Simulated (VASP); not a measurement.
Here is a VASP 6.6.1 calculation.

File INCAR:

```
PREC     = Accurate       # precision mode
ENCUT    = 520            # plane-wave cutoff, eV
EDIFF    = 1E-6           # SCF threshold, eV
ISMEAR   = -1             # smearing method
SIGMA    = 0.05           # smearing width, eV
LREAL    = False          # projectors in reciprocal space
LASPH    = True           # aspherical terms in the spheres
NELM     = 100            # most SCF steps
ALGO     = Normal         # electronic algorithm
ISIF     = 2              # what is computed and relaxed
LWAVE    = False          # write WAVECAR
LCHARG   = False          # write CHGCAR
NBANDS   = 25             # bands
```

KPOINTS

```
Automatic mesh
0
Gamma
  10 10 5
```

Contents of POSCAR:

```
CuO
1.0
    2.3129614193     -1.6902429297      0.0000000000
    2.3129614193      1.6902429297      0.0000000000
   -0.8489194314      0.0000000000      4.9910602940
Cu O
2 2
Direct
    0.0032000000      0.4968000000      0.0000000000
    0.4968000000      0.0032000000      0.5000000000
    0.5714000000      0.4056000000      0.2537000000
    0.4056000000      0.5714000000      0.7537000000
```

Potentials or basis: VASP PAW LDA potentials, release 64 (Cu, O).

Run with:

```console
$ cat potpaw_LDA.64/Cu/POTCAR potpaw_LDA.64/O/POTCAR > POTCAR
$ mpirun -np 1 vasp_std > vasp.out
```

Question: Predict the largest force.

Answer: 0.827 eV/Å.

Question: What does it give for the pressure?

Answer: -1.4 GPa.

Stress tensor (GPa, compression positive):
```
-1.82  0.00 -1.47
 0.00  0.22  0.00
-1.47  0.00 -2.51
```
